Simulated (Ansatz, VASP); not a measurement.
**Two plane-wave programs on Ta2N**

```xyz
6
Lattice="-3.1011 0.0000 0.0000 -1.5506 -2.6857 0.0000 0.0000 0.0000 9.7638" Properties=species:S:1:pos:R:3 pbc="T T T"
Ta   -3.1011   -1.7904    3.6365
Ta   -3.1011   -1.7904    8.5184
Ta   -1.5506   -0.8952    1.2453
Ta   -1.5506   -0.8952    6.1272
N     0.0000    0.0000    0.0000
N     0.0000    0.0000    4.8819
```

Alike in both runs: task single point; functional PBE; k mesh 17 × 17 × 5; occupations gaussian, width 0.15 eV; no spin polarisation.

|  | VASP | Ansatz |
| --- | --- | --- |
| version | VASP 6.6.1 | Ansatz 0.2.0 |
| potentials or method | VASP PAW PBE potentials, release 64 (Ta_pv, N), cutoff 520 eV | scalar-relativistic, plane waves, PAW |
| valence electrons in the cell | 54 | 62 |

```tsv
	VASP	Ansatz	Ansatz less VASP
gap on the k mesh at the Fermi level (eV)	none	none	-
pressure (GPa)	0.4	0.0	-0.43
traceless stress, the component that is largest in VASP (GPa)	-0.07	-0.02	+0.049
rms of the force components (eV/Å)	0.014	0.008	-0.0062
```

Atom by atom the forces differ by 0.022 eV/Å (rms over components). A gap of «none» marks a metal or a gap that the smearing closes. With one functional, cell and mesh, what is left measures potentials, basis and numerics. VASP's potentials hold 54 valence electrons a cell and Ansatz's 62, so a difference there can come from the potentials and not from the codes.

Spin-orbit coupling is off throughout.
